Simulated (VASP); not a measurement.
# Eu: single point with PBE

The system is Eu.

```
Eu
1.0
    -2.30300    2.30300    2.30300
     2.30300   -2.30300    2.30300
     2.30300    2.30300   -2.30300
Eu
1
Cartesian
  0.0000 0.0000 0.0000
```

| Item | Value |
| --- | --- |
| Program | VASP 6.6.1 |
| Task | single point |
| Functional | PBE |
| Potentials or basis | VASP PAW PBE potentials, release 64 (Eu) |
| Cutoff | 520 eV |
| k mesh | 10 × 10 × 10 |
| Occupations | fermi-dirac, width 0.05 eV |
| Spin | collinear spin, ferromagnetic start |
| Starting moments | [0.51] μB |
| Fixed moment | 0 μB |
| Dipole correction | no |
| Further INCAR settings | ALGO = Normal; EDIFF = 1e-07; NBANDS = 18 |

```yaml
Pressure: -2.4 GPa
Net_moment: 0.00 μB per cell
Site_moments: Eu +0.66 μB
Valence_electrons_inside_the_program's_atomic_spheres: Eu 14.53
```

Run time: 4.3 min on 1 thread of Intel(R) Xeon(R) Platinum 8488C (Sapphire Rapids), with other jobs on the host, peak memory 0.24 GiB.

Caveat: the total moment is fixed, so each spin has its own Fermi level. The state reached can hang on the start; a lower one may exist.
